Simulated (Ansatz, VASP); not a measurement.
One calculation of La2O3, two programs

```
La O
1.0
     3.96377    0.00000    0.00000
    -1.98188    3.43272    0.00000
     0.00000    0.00000    6.28960
La O
2 3
Direct
  0.66667 0.33333 0.75125
  0.33333 0.66667 0.24875
  0.66667 0.33333 0.35500
  0.33333 0.66667 0.64500
  0.00000 0.00000 0.00000
```

Alike in both runs: functional RPBE; k mesh 6 × 6 × 4; no spin polarisation.

Ansatz relaxed the structure, and its values are those at the end. VASP's run is a single point on that final structure, the one shown.

```csv
,VASP,Ansatz
version,VASP 6.6.1,Ansatz 0.2.0
potentials or method,"VASP PAW PBE potentials, release 64 (La, O), cutoff 520 eV","plane waves, PAW"
occupations,"gaussian, width 0.01 eV",fixed
valence electrons in the cell,40,40
```

|  | VASP | Ansatz | Ansatz less VASP |
| --- | --- | --- | --- |
| pressure (GPa) | -0.3 | 0.0 | +0.33 |
| rms of the force components (eV/Å) | 0.008 | 0.002 | -0.0058 |

VASP's potentials were made for PBE, not for RPBE.

Spin-orbit coupling is off throughout.
